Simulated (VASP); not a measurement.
A run of VASP 6.6.1 is set up as follows.

The input INCAR:

```
SYSTEM = Si
ALGO     = Normal         ! electronic algorithm
EDIFF    = 1E-7           ! SCF threshold, eV
ENCUT    = 520            ! plane-wave cutoff, eV
GGA      = PE             ! functional
ISIF     = 2              ! what is computed and relaxed
ISMEAR   = 0              ! smearing method
IVDW     = 12             ! dispersion correction
LASPH    = .True.         ! aspherical terms in the spheres
LCHARG   = .True.         ! write CHGCAR
LELF     = .True.         ! ELF
LREAL    = .False.        ! projectors in reciprocal space
LVHAR    = .True.       
LWAVE    = .False.        ! write WAVECAR
NBANDS   = 8              ! bands
NELM     = 60             ! most SCF steps
PREC     = Accurate       ! precision mode
SIGMA    = 0.15           ! smearing width, eV
```

The input KPOINTS:

```
k-points
0
Gamma
  30 30 30
  0 0 0
```

POSCAR

```
Si
1.0
    0.0000000000      1.6932564649      2.3942646413
    1.6932564649      0.0000000000      2.3942646413
    1.6932564649      1.6932564649      0.0000000000
Si
1
Direct
    0.0000000000      0.0000000000      0.0000000000
```

Potentials or basis: VASP PAW PBE potentials, release 64 (Si).

Command:

```bash
$ cat potpaw_PBE.64/Si/POTCAR > POTCAR
$ mpirun -np 1 vasp_std > vasp.out
```

(1) Estimate the pressure.

(2) Predict the dispersion energy per atom.

## Answers

(1) 7.8 GPa.

(2) -0.453 eV.

Caveat: the stress differs along the axes, from -1 to 12 GPa.
